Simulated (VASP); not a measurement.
# Te (P6_3/mmc) in VASP: single point with PBEsol

Aim: the single point of Te with PBEsol.

Program: VASP 6.6.1. These are calculated values, not measurements. Logs are shortened: lines on timing, memory, paths and dates and some standing lists are left out, and cuts for length are marked.

## Step 1: The cell of the first run

It takes space group P6_3/mmc (No. 194, hexagonal). Conventional cell: a = 4.038 Å, b = 4.038 Å, c = 8.521 Å, α = 90.00°, β = 90.00°, γ = 120.00°. Te (site symmetry -3m) has 14 Te at 3.16 to 4.26 Å within 4.3 Å. Te (site symmetry -6m2) has 12 Te at 3.16 to 4.04 Å within 4.2 Å.

This isn't the form of Te at room conditions, which is trigonal, of chains.

## Step 2: Single point, PBEsol

File INCAR:

```
SYSTEM = Te
ALGO     = Normal         ! electronic algorithm
EDIFF    = 1E-6           ! SCF threshold, eV
ENCUT    = 520            ! plane-wave cutoff, eV
GGA      = PS             ! functional
ISIF     = 2              ! what is computed and relaxed
ISMEAR   = 0              ! smearing method
LASPH    = .TRUE.         ! aspherical terms in the spheres
LCHARG   = .FALSE.        ! write CHGCAR
LREAL    = .FALSE.        ! projectors in reciprocal space
LWAVE    = .FALSE.        ! write WAVECAR
NBANDS   = 20             ! bands
NELM     = 80             ! most SCF steps
PREC     = Accurate       ! precision mode
SIGMA    = 0.1            ! smearing width, eV
```

File KPOINTS:

```
k-points
0
G
  15 15 6
  0 0 0
```

File POSCAR:

```
Te
1.0
    4.0378302410      0.0000000000      0.0000000000
   -2.0189151205      3.4968635648      0.0000000000
    0.0000000000      0.0000000000      8.5206402096
Te
4
Direct
    0.0000000000      0.0000000000      0.0000000000
    0.0000000000      0.0000000000      0.5000000000
    0.3333333333      0.6666666667      0.7500000000
    0.6666666667      0.3333333333      0.2500000000
```

Potentials or basis: VASP PAW PBE potentials, release 64 (Te).

Run with:

```console
$ cat potpaw_PBE.64/Te/POTCAR > POTCAR
$ mpirun -np 1 vasp_std > vasp.out
```

OUTCAR:

```text
SYSTEM = Te
   EDIFF = 1E-6
   ENCUT = 520
   GGA = PS
   ISIF = 2
   ISMEAR = 0
   LASPH = .TRUE.
   LREAL = .FALSE.
   NELM = 80
   PREC = Accurate

 ion  position               nearest neighbor table
   1  0.000  0.000  0.000-   3 3.16   4 3.16   3 3.16   4 3.16   4 3.16   3 3.16
   2  0.000  0.000  0.500-   3 3.16   4 3.16   3 3.16   4 3.16   4 3.16   3 3.16
   3  0.333  0.667  0.750-   1 3.16   2 3.16   1 3.16   2 3.16   1 3.16   2 3.16
   4  0.667  0.333  0.250-   1 3.16   2 3.16   1 3.16   2 3.16   1 3.16   2 3.16

  LATTYP: Found a hexagonal cell.
 ALAT       =     4.0378302410
 C/A-ratio  =     2.1102026834

  Lattice vectors:

 A1 = (   4.0378302410,   0.0000000000,   0.0000000000)
 A2 = (  -2.0189151205,   3.4968635648,   0.0000000000)
 A3 = (   0.0000000000,   0.0000000000,   8.5206402096)

Analysis of symmetry for initial positions (statically):
=====================================================================
 Subroutine PRICEL returns:
 Original cell was already a primitive cell.

 Routine SETGRP: Setting up the symmetry group for a
 hexagonal supercell.

 Subroutine GETGRP returns: Found 24 space group operations
 (whereof 12 operations were pure point group operations)
 out of a pool of 24 trial point group operations.

The static configuration has the point symmetry D_3d.
 The point group associated with its full space group is D_6h.

Analysis of symmetry for dynamics (positions and initial velocities):
=====================================================================
 Subroutine PRICEL returns:
 Original cell was already a primitive cell.

 Routine SETGRP: Setting up the symmetry group for a
 hexagonal supercell.

 Subroutine GETGRP returns: Found 24 space group operations
 (whereof 12 operations were pure point group operations)
 out of a pool of 24 trial point group operations.

The dynamic configuration has the point symmetry D_3d.
 The point group associated with its full space group is D_6h.

 Subroutine INISYM returns: Found 24 space group operations
 (whereof 12 operations are pure point group operations),
 and found     1 'primitive' translations

----------------------------------------------------------------------------------------

                                     Primitive cell

  volume of cell :     120.3092

  direct lattice vectors                    reciprocal lattice vectors
     4.037830241  0.000000000  0.000000000     0.247657762  0.142985275  0.000000000
    -2.018915120  3.496863565  0.000000000     0.000000000  0.285970551  0.000000000
     0.000000000  0.000000000  8.520640210     0.000000000  0.000000000  0.117362073

  length of vectors
     4.037830241  4.037830241  8.520640210     0.285970551  0.285970551  0.117362073

  position of ions in fractional coordinates (direct lattice)
     0.000000000  0.000000000  0.000000000
     0.000000000  0.000000000  0.500000000
     0.333333333  0.666666667  0.750000000
     0.666666667  0.333333333  0.250000000

  ion indices of the primitive-cell ions
   primitive index   ion index
                 1           1
                 2           2
                 3           3
                 4           4

----------------------------------------------------------------------------------------

 KPOINTS: k-points

Automatic generation of k-mesh.
 Grid dimensions read from file:
 generate k-points for:   15   15    6

 Generating k-lattice:

  Cartesian coordinates                     Fractional coordinates (reciprocal lattice)
     0.016510517  0.009532352  0.000000000     0.066666667  0.000000000  0.000000000
     0.000000000  0.019064703  0.000000000     0.000000000  0.066666667  0.000000000
     0.000000000  0.000000000  0.019560346     0.000000000  0.000000000  0.166666667

  Length of vectors
     0.019064703  0.019064703  0.019560346

  Shift w.r.t. Gamma in fractional coordinates (k-lattice)
     0.000000000  0.000000000  0.000000000

 Subroutine IBZKPT returns following result:
 ===========================================

 Found    108 irreducible k-points:

 Following reciprocal coordinates:
            Coordinates               Weight
  0.000000  0.000000  0.000000      1.000000
  0.066667  0.000000  0.000000      6.000000
  0.133333  0.000000  0.000000      6.000000
  0.200000  0.000000  0.000000      6.000000
  0.266667  0.000000  0.000000      6.000000
  0.333333  0.000000  0.000000      6.000000
[... 16 lines left out ...]
  0.333333  0.200000  0.000000     12.000000
  0.400000  0.200000  0.000000      6.000000
 [... further k-points ...]
   k-points           NKPTS =    108   k-points in BZ     NKDIM =    108   number of bands    NBANDS=     20
   number of dos      NEDOS =    301   number of ions     NIONS =      4
   total plane-waves  NPLWV =  57600
   dimension x,y,z NGX =    30 NGY =   30 NGZ =   64
   dimension x,y,z NGXF=    60 NGYF=   60 NGZF=  128
   ions per type =               4
   NGX,Y,Z   is equivalent  to a cutoff of  12.35, 12.35, 12.49 a.u.
   NGXF,Y,Z  is equivalent  to a cutoff of  24.70, 24.70, 24.97 a.u.
 SYSTEM =  Te
   PREC   = accura    normal or accurate (medium, high low for compatibility)
   ISTART =      0    job   : 0-new  1-cont  2-samecut
   ICHARG =      2    charge: 1-file 2-atom 10-const
   ISPIN  =      1    spin polarized calculation?
   LNONCOLLINEAR =      F non collinear calculations
   LSORBIT =      F    spin-orbit coupling
   LASPH  =      T    aspherical Exc in radial PAW
   ENCUT  =  520.0 eV  38.22 Ry    6.18 a.u.   7.51  7.51 15.84*2*pi/ulx,y,z
   NELM   =     80;   NELMIN=  2; NELMDL= -5     # of ELM steps
   EDIFF  = 0.1E-05   stopping-criterion for ELM
   LREAL  =      F    real-space projection
   EDIFFG = 0.1E-04   stopping-criterion for IOM
   NSW    =      0    number of steps for IOM
   IBRION =     -1    ionic relax: 0-MD 1-quasi-New 2-CG
   NFREE  =      0    steps in history (QN), initial steepest desc. (CG)
   ISIF   =      2    stress and relaxation
   ISYM   =      2    0-nonsym 1-usesym 2-fastsym
   POTIM  = 0.5000    time-step for ionic-motion
   TEBEG  =    0.0;   TEEND  =   0.0 temperature during run
   PSTRESS=    0.0 pullay stress
   NELECT =      24.0000    total number of electrons
   NUPDOWN=      -1.0000    fix difference up-down
   EMIN   =  10.00;   EMAX   =-10.00  energy-range for DOS
   EFERMI =   0.00;   METHOD = LEGACY
   ISMEAR =     0;   SIGMA  =   0.10  broadening in eV -4-tet -1-fermi 0-gaus
   EFERMI_NEDOS =   21; number of points for ismear=-14 and -15
   IALGO  =     38    algorithm
   IMIX   =      4    mixing-type and parameters
     AMIX     =   0.40;   BMIX     =  1.00
     AMIX_MAG =   1.60;   BMIX_MAG =  1.00
  volume/ion in A,a.u.               =      30.08       202.97
  Fermi-wavevector in a.u.,A,eV,Ry     =   0.956560  1.807636 12.449429  0.915007
  Thomas-Fermi vector in A             =   2.085499
   LORBIT       =      0    0 simple, 1 ext, 2 COOP (PROOUT), +10 PAW based schemes
   GGA     = PS    functional components
   LHFCALC =     F    Hartree Fock is set to
   AEXX    =    0.0000 exact exchange contribution
   IVDW    =     0    specifies the selected vdW correction
   LEPSILON=     F    determine dielectric tensor
   LRPA    =     F    only Hartree local field effects (RPA)
 non-spin polarized calculation
 Gauss-broadening in eV      SIGMA  =   0.10
  energy-cutoff  :      520.00
  volume of cell :      120.31
 maximum number of plane-waves:      3289
 NGX is ok and might be reduce to    30
   NGX = 15   NGY = 15   NGZ = 31

 number of electron      23.9999998 magnetization

 Free energy of the ion-electron system (eV)
  ---------------------------------------------------
  ext. energy  EPLUGINS =         0.00000000
  ---------------------------------------------------
  free energy    TOTEN  =       -13.71482991 eV

  energy without entropy =      -13.70156525  energy(sigma->0) =      -13.70819758

 E-fermi :   7.2428     XC(G=0):  -9.8353

 val. band max:        7.2322317338   @ k =   0.1333   0.0667   0.1667
 cond. band min:       7.2438410730   @ k =   0.3333   0.0000   0.3333
 fundamental gap:      0.0116093391
 Fermi energy:         7.2427518080

 k-point     1 :       0.0000    0.0000    0.0000
  band No.  band energies     occupation
      1      -6.7973      2.00000
      2      -4.9829      2.00000
      3      -4.8988      2.00000
      4      -1.2253      2.00000
      5       2.5944      2.00000
      6       5.2176      2.00000
[... 12 lines left out ...]
     19      12.9533      0.00000
     20      13.0258      0.00000

 k-point     2 :       0.0667    0.0000    0.0000
  band No.  band energies     occupation
      1      -6.7528      2.00000
      2      -4.9485      2.00000
      3      -4.8632      2.00000
      4      -1.2765      2.00000
      5       2.6398      2.00000
      6       5.0013      2.00000
[... 12 lines left out ...]
     19      13.0957      0.00000
     20      13.4844      0.00000

 k-point     3 :       0.1333    0.0000    0.0000
  band No.  band energies     occupation
      1      -6.6201      2.00000
      2      -4.8482      2.00000
      3      -4.7587      2.00000
      4      -1.4338      2.00000
      5       2.7713      2.00000
      6       4.2808      2.00000
[... 12 lines left out ...]
     19      13.4984      0.00000
     20      13.6592      0.00000

 k-point     4 :       0.2000    0.0000    0.0000
  band No.  band energies     occupation
      1      -6.4025      2.00000
      2      -4.6921      2.00000
      3      -4.5938      2.00000
      4      -1.7021      2.00000
      5       2.9579      2.00000
      6       3.4119      2.00000
[... 429 lines left out ...]
 k-point    23 :       0.3333    0.2000    0.0000
  band No.  band energies     occupation
      1      -4.8832      2.00000
      2      -4.0724      2.00000
      3      -3.7751      2.00000
      4      -3.3514      2.00000
      5       1.4181      2.00000
      6       1.9169      2.00000
[... 12 lines left out ...]
     19      13.9273      0.00000
     20      14.9000      0.00000

 k-point    24 :       0.4000    0.2000    0.0000
  band No.  band energies     occupation
      1      -4.6360      2.00000
      2      -4.1611      2.00000
      3      -3.7222      2.00000
      4      -3.4784      2.00000
      5       1.3436      2.00000
      6       1.8160      2.00000
[... 12 lines left out ...]
     19      14.7100      0.00000
     20      15.2142      0.00000

 [... further k-points ...]

------------------------ aborting loop because EDIFF is reached ----------------------------------------

  FORCE on cell =-STRESS in cart. coord.  units (eV):
  Direction    XX          YY          ZZ          XY          YZ          ZX
  --------------------------------------------------------------------------------------
  -------------------------------------------------------------------------------------
  Total        0.0168628      0.0168628      0.0452706      0.0000000      0.0000000      0.0000000
  in kB        0.2245641      0.2245641      0.6028754      0.0000000      0.0000000      0.0000000
  external PRESSURE =       0.3506679 kB  Pullay stress =       0.0000000 kB

 VOLUME and BASIS-vectors are now :
 -----------------------------------------------------------------------------
  energy-cutoff  :      520.00
  volume of cell :      120.31
      direct lattice vectors                 reciprocal lattice vectors
     4.037830241  0.000000000  0.000000000     0.247657762  0.142985275  0.000000000
    -2.018915120  3.496863565  0.000000000     0.000000000  0.285970551  0.000000000
     0.000000000  0.000000000  8.520640210     0.000000000  0.000000000  0.117362073

 POSITION                                       TOTAL-FORCE (eV/Angst)
 -----------------------------------------------------------------------------------
      0.00000      0.00000      0.00000        -0.000000     -0.000000      0.000000
      0.00000      0.00000      4.26032        -0.000000     -0.000000      0.000000
     -0.00000      2.33124      6.39048        -0.000000      0.000000      0.000000
      2.01892      1.16562      2.13016         0.000000     -0.000000     -0.000000
 -----------------------------------------------------------------------------------
    total drift:                                0.000000     -0.000000     -0.000000

  FREE ENERGIE OF THE ION-ELECTRON SYSTEM (eV)
  ---------------------------------------------------
  free  energy   TOTEN  =       -13.7148299129 eV

  energy  without entropy=      -13.7015652496  energy(sigma->0) =      -13.70819758
```

It took 85 s on 1 thread of Intel Xeon 6975P-C (Granite Rapids), shared host; peak memory 0.35 GiB.

Results:

```
Free energy            : -13.7148 eV
Pressure               : 0.0 GPa
Band gap on the k mesh : zero (bands 12 and 13 overlap by 2.14 eV)
```

Levels at points of the mesh, in eV from the Fermi level:
| k point | band 9 | band 10 | band 11 | band 12 | band 13 | band 14 | band 15 | band 16 |
| --- | --- | --- | --- | --- | --- | --- | --- | --- |
| (0.00, 0.00, 0.00) | -0.89 | -0.78 | -0.54 | -0.54 | -0.40 | 1.09 | 1.09 | 2.85 |
| (0.00, 0.00, 0.50) | -1.67 | -1.67 | 0.45 | 0.45 | 0.45 | 0.45 | 1.55 | 1.55 |

Caveat: the PAW data sets were made with another functional, which shifts forces and pressure a little; spin-orbit coupling is left out, which moves the levels of the heavy elements.
